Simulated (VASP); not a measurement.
## Ir: relaxation of cell and atoms with LDA

Ir:

```xyz
1
Lattice="0.0000 1.9197 1.9197 1.9197 0.0000 1.9197 1.9197 1.9197 0.0000" Properties=species:S:1:pos:R:3 pbc="T T T"
Ir    0.0000    0.0000    0.0000
```

| Item | Value |
| --- | --- |
| Program | VASP 6.6.1 |
| Task | relaxation of cell and atoms |
| Functional | LDA |
| Potentials or basis | VASP PAW LDA potentials, release 64 (Ir_sv_GW) |
| Cutoff | 560 eV |
| k mesh | 19 × 19 × 19 |
| Occupations | fermi-dirac, width 0.1 eV |
| Spin | no spin polarisation |
| Dipole correction | no |
| Further INCAR settings | ALGO = Normal; EDIFF = 1e-07; IBRION = 2; EDIFFG = -0.005; NSW = 60; ISIF = 3 |

The relaxed volume is 13.85 Å³/atom, the relaxed cell is a = 2.695 Å, b = 2.695 Å, c = 2.695 Å, α = 60.00°, β = 60.00°, γ = 60.00° and the space group after relaxing (to 0.1 Å) is Fm-3m (No. 225). The energy gained by relaxing is 8.3 meV/atom and the ionic steps are 4. The pressure after relaxing is 0.0 GPa and the band gap on the k mesh is zero (an odd number of electrons rules out a gap without spin polarisation).

Step by step:
| step | energy change (eV) | largest force (eV/Å) | pressure (GPa) | volume (Å³) |
| --- | --- | --- | --- | --- |
| 1 | 0.0000 | 0.0000 | -8.56 | 14.15 |
| 2 | 0.1494 | 0.0000 | 46.39 | 12.66 |
| 3 | -0.0083 | 0.0000 | -0.38 | 13.86 |
| 4 | -0.0083 | 0.0000 | -0.05 | 13.85 |

Final structure:
```
Ir
1.0
     0.00000    1.90593    1.90593
     1.90593    0.00000    1.90593
     1.90593    1.90593    0.00000
Ir
1
Direct
  0.00000 0.00000 0.00000
```

Levels at points of the mesh, in eV from the Fermi level:
```tsv
k point	band 4	band 5	band 6	band 7	band 8	band 9	band 10	band 11	band 12
(0.00, 0.00, 0.00)	-49.22	-11.30	-4.02	-4.02	-4.02	-1.20	-1.20	13.60	19.19
```

Wall time 61 s on 1 thread of Intel(R) Xeon(R) Platinum 8488C (Sapphire Rapids), on a shared host, peak memory 0.19 GiB.

Caveat: spin-orbit coupling is left out, which moves the levels of the heavy elements.
